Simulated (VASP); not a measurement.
# Mo (I4_1/amd) in VASP: relaxation of cell and atoms with PBE

Aim: the relaxation of cell and atoms of Mo with PBE.

Everything below comes from runs of VASP 6.6.1. Logs are shortened: lines on timing, memory, paths and dates and some standing lists are left out, and cuts for length are marked.

## (1) The cell of the first run

It takes space group I4_1/amd (No. 141, tetragonal). Conventional cell: a = 5.042 Å, b = 5.042 Å, c = 2.662 Å, α = 90.00°, β = 90.00°, γ = 90.00°. Mo (site symmetry -4m2) has 10 Mo at 2.61 to 3.22 Å within 3.4 Å.

## (2) Relaxation of cell and atoms, PBE

The input, INCAR:

```
PREC = Accurate ; ENCUT = 600
EDIFF = 1E-6 ; ISMEAR = 0
SIGMA = 0.1 ; LREAL = False
LASPH = True ; NELM = 80
ALGO = Fast ; ISIF = 3
LWAVE = False ; LCHARG = False
GGA = PE ; IBRION = 2
NSW = 100 ; EDIFFG = -0.01
```

The input, KPOINTS:

```
Automatic mesh
0
Gamma
  18 18 18
```

The input, POSCAR:

```
Mo
1.0
   -2.5209614745      2.5209614745      1.3310637934
    2.5209614745     -2.5209614745      1.3310637934
    2.5209614745      2.5209614745     -1.3310637934
Mo
2
Direct
    0.0000000000      0.0000000000      0.0000000000
    0.7500000000      0.2500000000      0.5000000000
```

Potentials or basis: VASP PAW PBE potentials, release 64 (Mo_sv).

Command:

```console
$ cat potpaw_PBE.64/Mo_sv/POTCAR > POTCAR
$ mpirun -np 1 vasp_std > vasp.out
```

OUTCAR:

```text
PREC = Accurate
   ENCUT = 600
   EDIFF = 1E-6
   ISMEAR = 0
   LREAL = False
   LASPH = True
   NELM = 80
   ISIF = 3
   GGA = PE
   IBRION = 2
   NSW = 100
   EDIFFG = -0.01

 ion  position               nearest neighbor table
   1  0.000  0.000  0.000-   2 2.61   2 2.61   2 2.61   2 2.61   2 3.22   2 3.22   2 3.22   2 3.22

   2  0.750  0.250  0.500-   1 2.61   1 2.61   1 2.61   1 2.61   1 3.22   1 3.22   1 3.22   1 3.22

  LATTYP: Found a body centered tetragonal cell.
 ALAT       =     5.0419229490
 C/A-ratio  =     0.5279984668

  Lattice vectors:

 A1 = (  -2.5209614745,   2.5209614745,   1.3310637934)
 A2 = (   2.5209614745,  -2.5209614745,   1.3310637934)
 A3 = (   2.5209614745,   2.5209614745,  -1.3310637934)

Analysis of symmetry for initial positions (statically):
=====================================================================
 Subroutine PRICEL returns:
 Original cell was already a primitive cell.

 Routine SETGRP: Setting up the symmetry group for a
 body centered tetragonal supercell.

 Subroutine GETGRP returns: Found 16 space group operations
 (whereof  8 operations were pure point group operations)
 out of a pool of 16 trial point group operations.

The static configuration has the point symmetry D_2d.
 The point group associated with its full space group is D_4h.

Analysis of symmetry for dynamics (positions and initial velocities):
=====================================================================
 Subroutine PRICEL returns:
 Original cell was already a primitive cell.

 Routine SETGRP: Setting up the symmetry group for a
 body centered tetragonal supercell.

 Subroutine GETGRP returns: Found 16 space group operations
 (whereof  8 operations were pure point group operations)
 out of a pool of 16 trial point group operations.

The dynamic configuration has the point symmetry D_2d.
 The point group associated with its full space group is D_4h.

 Subroutine INISYM returns: Found 16 space group operations
 (whereof  8 operations are pure point group operations),
 and found     1 'primitive' translations

----------------------------------------------------------------------------------------

                                     Primitive cell

  volume of cell :      33.8370

  direct lattice vectors                    reciprocal lattice vectors
    -2.520961474  2.520961474  1.331063793     0.000000000  0.198337025  0.375639396
     2.520961474 -2.520961474  1.331063793     0.198337025  0.000000000  0.375639396
     2.520961474  2.520961474 -1.331063793     0.198337025  0.198337025  0.000000000

  length of vectors
     3.805551778  3.805551778  3.805551778     0.424785277  0.424785277  0.280490911

  position of ions in fractional coordinates (direct lattice)
     0.000000000  0.000000000  0.000000000
     0.750000000  0.250000000  0.500000000

  ion indices of the primitive-cell ions
   primitive index   ion index
                 1           1
                 2           2

----------------------------------------------------------------------------------------

 KPOINTS: Automatic mesh

Automatic generation of k-mesh.
 Grid dimensions read from file:
 generate k-points for:   18   18   18

 Generating k-lattice:

  Cartesian coordinates                     Fractional coordinates (reciprocal lattice)
     0.000000000  0.011018724  0.020868855     0.055555556  0.000000000 -0.000000000
     0.011018724  0.000000000  0.020868855     0.000000000  0.055555556 -0.000000000
     0.011018724  0.011018724  0.000000000     0.000000000  0.000000000  0.055555556

  Length of vectors
     0.023599182  0.023599182  0.015582828

  Shift w.r.t. Gamma in fractional coordinates (k-lattice)
     0.000000000  0.000000000  0.000000000

 Subroutine IBZKPT returns following result:
 ===========================================

 Found    480 irreducible k-points:

 Following reciprocal coordinates:
            Coordinates               Weight
  0.000000  0.000000  0.000000      1.000000
  0.055556 -0.000000  0.000000      8.000000
  0.111111 -0.000000  0.000000      8.000000
  0.166667 -0.000000  0.000000      8.000000
  0.222222  0.000000  0.000000      8.000000
  0.277778  0.000000 -0.000000      8.000000
[... 16 lines left out ...]
 -0.277778  0.055556 -0.000000     16.000000
 -0.222222  0.055556 -0.000000     16.000000
 [... further k-points ...]
   k-points           NKPTS =    480   k-points in BZ     NKDIM =    480   number of bands    NBANDS=     18
   number of dos      NEDOS =    301   number of ions     NIONS =      2
   total plane-waves  NPLWV =  27000
   dimension x,y,z NGX =    30 NGY =   30 NGZ =   30
   dimension x,y,z NGXF=    60 NGYF=   60 NGZF=   60
   ions per type =               2
   NGX,Y,Z   is equivalent  to a cutoff of  13.11, 13.11, 13.11 a.u.
   NGXF,Y,Z  is equivalent  to a cutoff of  26.21, 26.21, 26.21 a.u.
 SYSTEM =  unknown system
   PREC   = accura    normal or accurate (medium, high low for compatibility)
   ISTART =      0    job   : 0-new  1-cont  2-samecut
   ICHARG =      2    charge: 1-file 2-atom 10-const
   ISPIN  =      1    spin polarized calculation?
   LNONCOLLINEAR =      F non collinear calculations
   LSORBIT =      F    spin-orbit coupling
   LASPH  =      T    aspherical Exc in radial PAW
   ENCUT  =  600.0 eV  44.10 Ry    6.64 a.u.   7.60  7.60  7.60*2*pi/ulx,y,z
   NELM   =     80;   NELMIN=  2; NELMDL= -5     # of ELM steps
   EDIFF  = 0.1E-05   stopping-criterion for ELM
   LREAL  =      F    real-space projection
   EDIFFG = -.1E-01   stopping-criterion for IOM
   NSW    =    100    number of steps for IOM
   IBRION =      2    ionic relax: 0-MD 1-quasi-New 2-CG
   NFREE  =      1    steps in history (QN), initial steepest desc. (CG)
   ISIF   =      3    stress and relaxation
   ISYM   =      2    0-nonsym 1-usesym 2-fastsym
   POTIM  = 0.5000    time-step for ionic-motion
   TEBEG  =    0.0;   TEEND  =   0.0 temperature during run
   PSTRESS=    0.0 pullay stress
   NELECT =      28.0000    total number of electrons
   NUPDOWN=      -1.0000    fix difference up-down
   EMIN   =  10.00;   EMAX   =-10.00  energy-range for DOS
   EFERMI =   0.00;   METHOD = LEGACY
   ISMEAR =     0;   SIGMA  =   0.10  broadening in eV -4-tet -1-fermi 0-gaus
   EFERMI_NEDOS =   21; number of points for ismear=-14 and -15
   IALGO  =     68    algorithm
   IMIX   =      4    mixing-type and parameters
     AMIX     =   0.40;   BMIX     =  1.00
     AMIX_MAG =   1.60;   BMIX_MAG =  1.00
  volume/ion in A,a.u.               =      16.92       114.17
  Fermi-wavevector in a.u.,A,eV,Ry     =   1.536964  2.904441 32.140484  2.362259
  Thomas-Fermi vector in A             =   2.643539
   LORBIT       =      0    0 simple, 1 ext, 2 COOP (PROOUT), +10 PAW based schemes
   GGA     = PE    functional components
   LHFCALC =     F    Hartree Fock is set to
   AEXX    =    0.0000 exact exchange contribution
   IVDW    =     0    specifies the selected vdW correction
   LEPSILON=     F    determine dielectric tensor
   LRPA    =     F    only Hartree local field effects (RPA)
 conjugate gradient relaxation of ions
 non-spin polarized calculation
 RMM-DIIS sequential band-by-band and
 Gauss-broadening in eV      SIGMA  =   0.10
  energy-cutoff  :      600.00
  volume of cell :       33.84
 maximum number of plane-waves:      1150
   NGX = 15   NGY = 15   NGZ = 15

--------------------------------------- Ionic step        1  -------------------------------------------

 number of electron      28.0000002 magnetization

 Free energy of the ion-electron system (eV)
  ---------------------------------------------------
  ext. energy  EPLUGINS =         0.00000000
  ---------------------------------------------------
  free energy    TOTEN  =       -20.20734179 eV

  energy without entropy =      -20.19802846  energy(sigma->0) =      -20.20268513

------------------------ aborting loop because EDIFF is reached ----------------------------------------

  FORCE on cell =-STRESS in cart. coord.  units (eV):
  Direction    XX          YY          ZZ          XY          YZ          ZX
  --------------------------------------------------------------------------------------
  -------------------------------------------------------------------------------------
  Total        0.1798556      0.1798556     -0.3938378      0.0000000     -0.0000000      0.0000000
  in kB        8.5161494      8.5161494    -18.6481929      0.0000000     -0.0000000      0.0000000
  external PRESSURE =      -0.5386313 kB  Pullay stress =       0.0000000 kB
[... 129 lines left out ...]
  energy  without entropy=      -20.2010880178  energy(sigma->0) =      -20.20559241

--------------------------------------- Ionic step        5  -------------------------------------------

 number of electron      28.0000001 magnetization

 Free energy of the ion-electron system (eV)
  ---------------------------------------------------
  ext. energy  EPLUGINS =         0.00000000
  ---------------------------------------------------
  free energy    TOTEN  =       -20.21017858 eV

  energy without entropy =      -20.20118129  energy(sigma->0) =      -20.20567994

 E-fermi :  11.3020     XC(G=0): -12.8419

 val. band max:       11.3019074172   @ k =   0.1667   0.1667   0.1111
 cond. band min:      11.3039392633   @ k =   0.3889   0.1111   0.1111
 fundamental gap:      0.0020318461
 Fermi energy:        11.3019694961

 k-point     1 :       0.0000    0.0000    0.0000
  band No.  band energies     occupation
      1     -49.7793      2.00000
      2     -49.3932      2.00000
      3     -24.2714      2.00000
      4     -24.2714      2.00000
      5     -23.0941      2.00000
      6     -23.0941      2.00000
[... 10 lines left out ...]
     17      13.1344      0.00000
     18      15.1212      0.00000
[... 466 lines left out ...]
      2     -49.3850      2.00000
      3     -24.2358      2.00000
      4     -24.0955      2.00000
      5     -23.4177      2.00000
      6     -23.3369      2.00000
[... 10 lines left out ...]
     17      12.9984      0.00000
     18      14.6004      0.00000

 [... further k-points ...]

------------------------ aborting loop because EDIFF is reached ----------------------------------------

  FORCE on cell =-STRESS in cart. coord.  units (eV):
  Direction    XX          YY          ZZ          XY          YZ          ZX
  --------------------------------------------------------------------------------------
  -------------------------------------------------------------------------------------
  Total        0.0095797      0.0095797     -0.0009601      0.0000000      0.0000000      0.0000000
  in kB        0.4535097      0.4535097     -0.0454525      0.0000000      0.0000000      0.0000000
  external PRESSURE =       0.2871890 kB  Pullay stress =       0.0000000 kB
[... 17 lines left out ...]
  FREE ENERGIE OF THE ION-ELECTRON SYSTEM (eV)
  ---------------------------------------------------
  free  energy   TOTEN  =       -20.2101785788 eV

  energy  without entropy=      -20.2011812912  energy(sigma->0) =      -20.20567994

 reached required accuracy - stopping structural energy minimisation
```

Run time: 12 min. Hardware: 1 thread of Intel Xeon Platinum 8488C (Sapphire Rapids), shared host; peak memory 0.41 GiB.

What came out:

| Item | Value |
| --- | --- |
| Free energy | -20.2102 eV |
| Relaxed volume | 16.92 Å³/atom |
| Relaxed cell | a = 3.817 Å, b = 3.817 Å, c = 3.817 Å, α = 96.85°, β = 96.85°, γ = 139.59° |
| Space group after relaxing (to 0.1 Å) | I4_1/amd (No. 141) |
| Energy gained by relaxing | 1.4 meV/atom |
| Ionic steps | 5 |
| Pressure after relaxing | 0.0 GPa |
| Band gap on the k mesh | zero (bands 14 and 15 overlap by 2.73 eV) |

The path:
| step | energy change (eV) | largest force (eV/Å) | pressure (GPa) | volume (Å³) |
| --- | --- | --- | --- | --- |
| 1 | 0.0000 | 0.0000 | -0.05 | 33.84 |
| 2 | -0.0028 | 0.0000 | 0.19 | 33.81 |
| 3 | -0.0028 | 0.0000 | 0.19 | 33.81 |
| 4 | -0.0028 | 0.0000 | -0.49 | 33.90 |
| 5 | -0.0028 | 0.0000 | 0.03 | 33.84 |

Final structure:
```
Mo
1.0
    -2.53320    2.53320    1.31849
     2.53320   -2.53320    1.31849
     2.53320    2.53320   -1.31849
Mo
2
Direct
  0.00000 0.00000 0.00000
  0.75000 0.25000 0.50000
```
